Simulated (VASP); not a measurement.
The system is SiNi3.

```
CELL_PARAMETERS angstrom
3.54200 0.00000 0.00000
0.00000 3.54200 0.00000
0.00000 0.00000 3.54200
ATOMIC_POSITIONS crystal
Ni 0.50000 0.50000 0.00000
Ni 0.50000 0.00000 0.50000
Ni 0.00000 0.50000 0.50000
Si 0.00000 0.00000 0.00000
```

Base run:

| Item | Value |
| --- | --- |
| Program | VASP 6.6.1 |
| Functional | PBE |
| Potentials or basis | VASP PAW PBE potentials, release 64 (Ni, Si) |
| Cutoff | 520 eV |
| k mesh | 8 × 8 × 8 |
| Occupations | gaussian, width 0.025 eV |
| Spin | collinear spin, ferromagnetic start |
| Starting moments | [1.0, 1.0, 1.0, 0.0] μB |

Its results: band gap on the k mesh zero (filled and empty bands overlap); pressure -6.0 GPa; net moment 0.00 μB per cell.

**Question.** After a change of settings the same cell gave: band gap on the k mesh zero (filled and empty bands overlap); pressure -13.9 GPa; net moment 0.00 μB per cell. Which change was it?
A. occupations from gaussian, width 0.025 eV to gaussian, width 0.024 eV; further incar settings from ALGO = Normal; EDIFF = 1e-06; NBANDS = 29 to ALGO = Normal; EDIFF = 1e-07; NBANDS = 29
B. functional from PBE to PBEsol; occupations from gaussian, width 0.025 eV to fermi-dirac, width 0.05 eV
C. occupations from gaussian, width 0.025 eV to gaussian, width 0.027 eV
D. occupations from gaussian, width 0.025 eV to gaussian, width 0.017 eV; further incar settings from ALGO = Normal; EDIFF = 1e-06; NBANDS = 29 to ALGO = Fast; EDIFF = 1e-06; NBANDS = 29

**Answer.** B.

Caveats: the PAW data sets were made with another functional, which shifts forces and pressure a little (some runs).
